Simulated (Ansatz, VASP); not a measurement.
**One calculation of AlN, two programs**

INCAR

```
SYSTEM = AlN
  ALGO = Normal
  EDIFF = 1E-6
  ENCUT = 600
  GGA = PE
  GGA_COMPAT = .FALSE.
  ISIF = 2
  ISMEAR = 0
  LASPH = .TRUE.
  LCHARG = .FALSE.
  LREAL = .FALSE.
  LWAVE = .FALSE.
  NBANDS = 11
  NELM = 120
  PREC = Accurate
  SIGMA = 0.1
```

The input KPOINTS:

```
k-points
0
G
  8 8 8
  0 0 0
```

The input POSCAR:

```
AlN
1.0
    0.0000000000      2.1839935596      2.1839935596
    2.1839935596      0.0000000000      2.1839935596
    2.1839935596      2.1839935596      0.0000000000
Al N
1 1
Direct
    0.0000000000      0.0000000000      0.0000000000
    0.7500000000      0.7500000000      0.7500000000
```

Input for Ansatz:

```yaml
crystal:
  lattice:
    - [0.0, 2.1839935596, 2.1839935596]
    - [2.1839935596, 0.0, 2.1839935596]
    - [2.1839935596, 2.1839935596, 0.0]
  atoms:
    - { symbol: Al, position: [0.0, 0.0, 0.0] }
    - { symbol: "N", position: [0.75, 0.75, 0.75] }
basis:
  ecutwfc: 420
kpoints:
  mp_grid: { grid: [8, 8, 8] }
hamiltonian:
  xc: pbe
scf:
  occupations: { method: gaussian, width: 0.1 }
output:
  forces: true
  stress: true
  eigenvalues: true
```

Alike in both runs: task single point; functional PBE; k mesh 8 × 8 × 8; occupations gaussian, width 0.1 eV; no spin polarisation.

```csv
,VASP,Ansatz
version,VASP 6.6.1,Ansatz 0.2.0
potentials or method,"VASP PAW PBE potentials, release 64 (Al, N), cutoff 600 eV","scalar-relativistic, plane waves, PAW"
valence electrons in the cell,8,8
```

VASP gave:

* gap on the k mesh at the Fermi level (eV): 3.32
* least direct gap on the mesh (eV): 4.20
* pressure (GPa): 4.5

Task: What did Ansatz give for the same quantities?

Result: gap on the k mesh at the Fermi level (eV): 3.33; least direct gap on the mesh (eV): 4.19; pressure (GPa): 4.9.

The functional is the same, so the differences come from potentials, cutoffs and numerics.
